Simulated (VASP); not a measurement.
Runs of VASP 6.6.1 on HfNb3F. The structure is that of space group Pm-3m (No. 221), or close to it. The cells are those of the table. 

```csv
task,spin,cell,k mesh,gap on the mesh (eV),pressure (GPa),relaxed volume (Å³/atom)
single point,"collinear, zero start","a = 4.263 Å, 5 atoms",4 × 4 × 4,none,18.3,-
relaxation of cell and atoms,off,"relaxed from a = 4.405 Å, 5 atoms",8 × 8 × 8,none,0.0,17.13
single point,off,"a = 4.412 Å, 5 atoms",8 × 8 × 8,none,(a),-
relaxation of cell and atoms,off,"relaxed from a = 4.263 Å, 5 atoms",4 × 4 × 4,none,-0.1,17.10
single point,off,"a = 4.263 Å, 5 atoms",4 × 4 × 4,none,18.3,-
```

Alike in all rows: level PBE; potentials or basis VASP PAW PBE potentials, release 64 (Hf_pv, Nb_sv, F); cutoff (eV) 600; smearing gaussian 0.1 eV.

Task: Fill in the values left out.

Result: (a) -0.4.

Caveats: some runs use coarse meshes; spin-orbit coupling is left out, which moves the levels of the heavy elements.

A k mesh can miss the band edges, and the runs leave out spin-orbit coupling on Hf, Nb.

A gap of «none» marks levels without a gap at the run's occupations.
